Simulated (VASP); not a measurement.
Runs of VASP 6.6.1 on AlSi2B. The structure is that of space group P-6m2 (No. 187), or close to it. The cells are those of the table. 

```tsv
task	cell	k mesh	cutoff (eV)	k mesh for the DOS	occupations for the DOS	gap on the mesh (eV)	pressure (GPa)	relaxed volume (Å³/atom)	largest force (eV/Å)
relaxation of cell and atoms	relaxed from a = 3.115, b = 3.115, c = 6.431 Å, angles 90.0, 90.0, 120.0°, 4 atoms	18 × 18 × 8	600	-	-	none	0.0	13.50	-
relaxation of cell and atoms	relaxed from a = 3.157, b = 3.157, c = 7.403 Å, angles 90.0, 90.0, 120.0°, 4 atoms	6 × 6 × 4	600	-	-	none	0.1	13.48	0.01
single point	a = 3.115, b = 3.115, c = 6.431 Å, angles 90.0, 90.0, 120.0°, 4 atoms	6 × 6 × 4	520	-	-	none	-0.2	-	(a)
single point	a = 3.110, b = 3.110, c = 6.454 Å, angles 90.0, 90.0, 120.0°, 4 atoms	18 × 18 × 8	520	-	-	none	-0.1	-	-
single point	a = 3.157, b = 3.157, c = 7.403 Å, angles 90.0, 90.0, 120.0°, 4 atoms	6 × 6 × 4	520	-	-	none	(b)	-	1.61
```

Alike in all rows: level PBE; potentials or basis VASP PAW PBE potentials, release 64 (Al, Si, B); no spin polarisation; smearing gaussian 0.1 eV.

Problem. Fill in the values left out.

Solution. (a) 0.02; (b) -12.7.

Caveats: some runs use coarse meshes; the volume moved by over 15 % at a fixed basis, so the end points are rough (some runs); forces of over 1 eV/Å act on the atoms, so gaps and moduli don't describe the material at rest (some runs).

A gap of «none» marks levels without a gap at the run's occupations.
